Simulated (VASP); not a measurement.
# Se (Im-3m) in VASP: a series of runs, part 2 of 2

VASP 6.6.1. The steps go on from the part before.

## (4) Single point, LDA

This run uses another cell than the first one, of 18.96 Å³/atom, 1.233 times its volume.

The input, INCAR:

```
PREC = Accurate
ENCUT = 500
EDIFF = 1E-6
ISMEAR = 0
SIGMA = 0.1
LREAL = False
LASPH = True
NELM = 120
ALGO = Normal
ISIF = 2
LWAVE = False
LCHARG = False
GGA = CA
NBANDS = 9
GGA_COMPAT = False
```

The input, KPOINTS:

```
Automatic mesh
0
Gamma
  20 20 20
```

The input, POSCAR:

```
Se
1.0
   -1.6796958594      1.6796958594      1.6796958594
    1.6796958594     -1.6796958594      1.6796958594
    1.6796958594      1.6796958594     -1.6796958594
Se
1
Direct
    0.0000000000      0.0000000000      0.0000000000
```

The run is started by

```
cat potpaw_LDA.64/Se/POTCAR > POTCAR
mpirun -np 1 vasp_std > vasp.out
```

Run time: 34 s. Hardware: 1 thread of Intel Xeon 8259CL, shared host; peak memory 0.16 GiB.

Results (log left out):

* Free energy: -3.7210 eV
* Pressure: 0.2 GPa
* Band gap on the k mesh: zero (band 3 reaches 9.78 eV, above the bottom of band 4 at 2.36 eV)

Levels at points of the mesh, in eV from the Fermi level:
| k point | band 1 | band 2 | band 3 | band 4 | band 5 | band 6 |
| --- | --- | --- | --- | --- | --- | --- |
| (0.00, 0.00, 0.00) | -16.74 | 3.32 | 3.32 | 3.32 | 12.02 | 12.63 |
| (0.50, 0.00, 0.00) | -12.89 | -7.19 | 0.08 | 2.33 | 6.98 | 8.31 |
| (0.50, 0.50, 0.50) | -10.19 | -3.47 | -3.47 | -3.47 | 3.77 | 3.77 |

## (5) Single point, LDA

This run uses another cell than the first one, of 18.96 Å³/atom, 1.233 times its volume.

The input, INCAR:

```
SYSTEM = Se
  ALGO = Normal
  EDIFF = 1E-6
  ENCUT = 500
  GGA_COMPAT = .FALSE.
  ISIF = 2
  ISMEAR = 0
  LASPH = .TRUE.
  LCHARG = .FALSE.
  LREAL = .FALSE.
  LWAVE = .FALSE.
  NBANDS = 9
  NELM = 120
  PREC = Accurate
  SIGMA = 0.1
```

The input, KPOINTS:

```
k-points
0
G
  20 20 20
  0 0 0
```

POSCAR is that of step 4.

Potentials or basis: VASP PAW LDA potentials, release 64 (Se).

The run is started by

```
cat potpaw_LDA.64/Se/POTCAR > POTCAR
mpirun -np 1 vasp_std > vasp.out
```

OUTCAR:

```text
SYSTEM = Se
   EDIFF = 1E-6
   ENCUT = 500
   ISIF = 2
   ISMEAR = 0
   LASPH = .TRUE.
   LREAL = .FALSE.
   NELM = 120
   PREC = Accurate

 ion  position               nearest neighbor table
   1  0.000  0.000  0.000-

  LATTYP: Found a body centered cubic cell.
 ALAT       =     3.3593917188

  Lattice vectors:

 A1 = (  -1.6796958594,   1.6796958594,   1.6796958594)
 A2 = (   1.6796958594,  -1.6796958594,   1.6796958594)
 A3 = (   1.6796958594,   1.6796958594,  -1.6796958594)

Analysis of symmetry for initial positions (statically):
[... 458 lines left out ...]
      2       2.8164      2.00000
      3       6.6918      0.00102
      4       8.6118      0.00000
      5      15.2681      0.00000
      6      16.4988      0.00000
      7      20.4147      0.00000
      8      23.6604      0.00000
      9      24.1971      0.00000

 [... further k-points ...]
[... 5 lines left out ...]
  --------------------------------------------------------------------------------------
  -------------------------------------------------------------------------------------
  Total        0.0186185      0.0186185      0.0186185     -0.0000000     -0.0000000      0.0000000
  in kB        1.5736291      1.5736291      1.5736291     -0.0000000     -0.0000000      0.0000000
  external PRESSURE =       1.5736291 kB  Pullay stress =       0.0000000 kB

 VOLUME and BASIS-vectors are now :
 -----------------------------------------------------------------------------
  energy-cutoff  :      500.00
  volume of cell :       18.96
      direct lattice vectors                 reciprocal lattice vectors
    -1.679695859  1.679695859  1.679695859     0.000000000  0.297672937  0.297672937
     1.679695859 -1.679695859  1.679695859     0.297672937  0.000000000  0.297672937
     1.679695859  1.679695859 -1.679695859     0.297672937  0.297672937  0.000000000

 POSITION                                       TOTAL-FORCE (eV/Angst)
 -----------------------------------------------------------------------------------
      0.00000      0.00000      0.00000         0.000000      0.000000      0.000000
 -----------------------------------------------------------------------------------
    total drift:                                0.000000     -0.000000     -0.000000

  FREE ENERGIE OF THE ION-ELECTRON SYSTEM (eV)
  ---------------------------------------------------
  free  energy   TOTEN  =        -3.7209696633 eV

  energy  without entropy=       -3.7182281187  energy(sigma->0) =       -3.71959889
```

stdout:

```text
POSCAR found type information on POSCAR Se
 POSCAR found :  1 types and       1 ions
 scaLAPACK will be used
 LDA part: xc-table for (Slater(with rela. corr.)+CA(PZ))
 , standard interpolation
 POSCAR, INCAR and KPOINTS ok, starting setup
 FFT: planning ... GRIDC
 FFT: planning ... GRID_SOFT
 FFT: planning ... GRID
 WAVECAR not read
 entering main loop
```

Run time: 32 s. Hardware: 1 thread of Intel Xeon 8259CL, shared host; peak memory 0.15 GiB.

Results:

```yaml
Free_energy: -3.7210 eV
Pressure: 0.2 GPa
Band_gap_on_the_k_mesh: zero (band 3 reaches 9.78 eV, above the bottom of band 4 at 2.36 eV)
```

## (6) Relaxation of cell and atoms, LDA, target pressure 250 GPa, at which the enthalpy is minimised

This run uses another cell than the first one, of 9.78 Å³/atom, 0.636 times its volume.

The input, INCAR:

```
SYSTEM = Se
ALGO = Normal ; EDIFF = 1E-7
EDIFFG = -0.004 ; ENCUT = 500
GGA = CA ; GGA_COMPAT = .False.
IBRION = 2 ; ISIF = 3
ISMEAR = 0 ; LASPH = .True.
LCHARG = .False. ; LREAL = .False.
LWAVE = .False. ; NELM = 120
NELMIN = 4 ; NSW = 70
PREC = Accurate ; PSTRESS = 2500.0
SIGMA = 0.1
```

The input, KPOINTS:

```
k-points
0
Gamma
  20 20 20
  0 0 0
```

The input, POSCAR:

```
Se
1.0
   -1.3470515870      1.3470515870      1.3470515870
    1.3470515870     -1.3470515870      1.3470515870
    1.3470515870      1.3470515870     -1.3470515870
Se
1
Direct
    0.0000000000      0.0000000000      0.0000000000
```

Potentials or basis: VASP PAW LDA potentials, release 64 (Se).

The run is started by

```
cat potpaw_LDA.64/Se/POTCAR > POTCAR
mpirun -np 1 vasp_std > vasp.out
```

Run time: 52 s. Hardware: 1 thread of Intel Xeon 8259CL, shared host; peak memory 0.13 GiB.

The run converged. Its results:

- Free energy: 0.2647 eV
- Relaxed volume: 9.84 Å³/atom
- Relaxed cell: a = 2.338 Å, b = 2.338 Å, c = 2.338 Å, α = 109.47°, β = 109.47°, γ = 109.47°
- Space group after relaxing (to 0.05 Å): Im-3m (No. 229)
- Energy change on relaxing (the enthalpy is what falls): -96.6 meV/atom
- Ionic steps: 3
- Pressure after relaxing: 250.0 GPa
- Band gap on the k mesh: zero (band 3 reaches 27.20 eV, above the bottom of band 4 at 8.73 eV)

The path:
```tsv
step	energy change (eV)	largest force (eV/Å)	pressure (GPa)	volume (Å³)
1	0.0000	0.0000	255.68	9.78
2	-0.7260	0.0000	212.69	10.28
3	-0.0966	0.0000	249.95	9.84
```

Final structure:
```cif
data_structure
_symmetry_space_group_name_H-M 'P 1'
_symmetry_Int_Tables_number 1
_cell_length_a 2.3380
_cell_length_b 2.3380
_cell_length_c 2.3380
_cell_angle_alpha 109.471
_cell_angle_beta 109.471
_cell_angle_gamma 109.471
_cell_volume 9.84
loop_
_atom_site_label
_atom_site_type_symbol
_atom_site_fract_x
_atom_site_fract_y
_atom_site_fract_z
_atom_site_occupancy
Se1 Se 0.00000 0.00000 0.00000 1
```

Levels at points of the mesh, in eV from the Fermi level:
| k point | band 1 | band 2 | band 3 | band 4 | band 5 | band 6 | band 7 |
| --- | --- | --- | --- | --- | --- | --- | --- |
| (0.00, 0.00, 0.00) | -26.14 | 8.88 | 8.88 | 8.88 | 14.55 | 14.55 | 14.55 |
| (0.50, 0.00, 0.00) | -16.49 | -14.96 | 0.65 | 4.28 | 7.13 | 8.61 | 23.51 |
| (0.50, 0.50, 0.50) | -7.24 | -7.24 | -7.24 | -7.05 | -0.64 | -0.64 | 32.08 |

Caveat: the cell is relaxed towards a set pressure, so the enthalpy falls and the energy may rise.

## (7) The runs side by side

```csv
task,cell,gap on the mesh (eV),pressure (GPa)
single point,"a = 2.713 Å, angles 109.5°, 1 atom",none,30.6
single point,"a = 2.909 Å, angles 109.5°, 1 atom",none,0.2
relaxation of cell and atoms,"relaxed to 250 GPa from a = 2.333 Å, angles 109.5°, 1 atom",none,250.0
```

Alike in all rows: level LDA; potentials or basis VASP PAW LDA potentials, release 64 (Se); no spin polarisation; k mesh 20 × 20 × 20; cutoff (eV) 500; smearing gaussian 0.1 eV.

Caveats: the cell is relaxed towards a set pressure, so the enthalpy falls and the energy may rise (some runs).

Absolute energies hang on the potentials; compare differences alone.
